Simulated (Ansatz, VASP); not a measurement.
## SrTiO3 in VASP and in Ansatz

Contents of INCAR:

```
SYSTEM = SrTiO3
PREC = Accurate
ENCUT = 520
EDIFF = 1E-6
ISMEAR = 0
SIGMA = 0.02
LREAL = .False.
LASPH = .True.
NELM = 60
ALGO = Normal
ISIF = 2
LWAVE = .False.
LCHARG = .False.
GGA = PS
NBANDS = 28
```

Contents of KPOINTS:

```
regular mesh
0
Gamma
  8 8 8
  0 0 0
```

Contents of POSCAR:

```
SrTiO3
1.0
    3.8116875166      0.0000000000      0.0000000000
    0.0000000000      3.8116875166      0.0000000000
    0.0000000000      0.0000000000      3.8116875166
Sr Ti O
1 1 3
Direct
    0.5000000000      0.5000000000      0.5000000000
    0.0000000000      0.0000000000      0.0000000000
    0.5000000000      0.0000000000      0.0000000000
    0.0000000000      0.5000000000      0.0000000000
    0.0000000000      0.0000000000      0.5000000000
```

Input for Ansatz:

```yaml
crystal:
  lattice:
    - [3.8116875166, 0.0, 0.0]
    - [0.0, 3.8116875166, 0.0]
    - [0.0, 0.0, 3.8116875166]
  atoms:
    - { symbol: Sr, position: [0.5, 0.5, 0.5] }
    - { symbol: Ti, position: [0.0, 0.0, 0.0] }
    - { symbol: O, position: [0.5, 0.0, 0.0] }
    - { symbol: O, position: [0.0, 0.5, 0.0] }
    - { symbol: O, position: [0.0, 0.0, 0.5] }
basis:
  ecutwfc: 420
kpoints:
  mp_grid: { grid: [8, 8, 8] }
hamiltonian:
  xc: pbesol
scf:
  occupations: { method: gaussian, width: 0.02 }
output:
  forces: true
  stress: true
  eigenvalues: true
```

Alike in both runs: task single point; functional PBEsol; k mesh 8 × 8 × 8; occupations gaussian, width 0.02 eV; no spin polarisation.

```csv
,VASP,Ansatz
version,VASP 6.6.1,Ansatz 0.2.0
potentials or method,"VASP PAW PBE potentials, release 64 (Sr_sv, Ti_sv, O), cutoff 520 eV","scalar-relativistic, plane waves, PAW"
valence electrons in the cell,40,40
```

VASP gave:

```
gap on the k mesh at the Fermi level (eV) : 1.92
least direct gap on the mesh (eV)         : 2.23
pressure (GPa)                            : 14.0
```

Q: Which values does Ansatz return?

A: gap on the k mesh at the Fermi level (eV): 1.96; least direct gap on the mesh (eV): 2.25; pressure (GPa): 13.2.

VASP's potentials were made for PBE, not for PBEsol. The functional is the same, so the differences come from potentials, cutoffs and numerics.
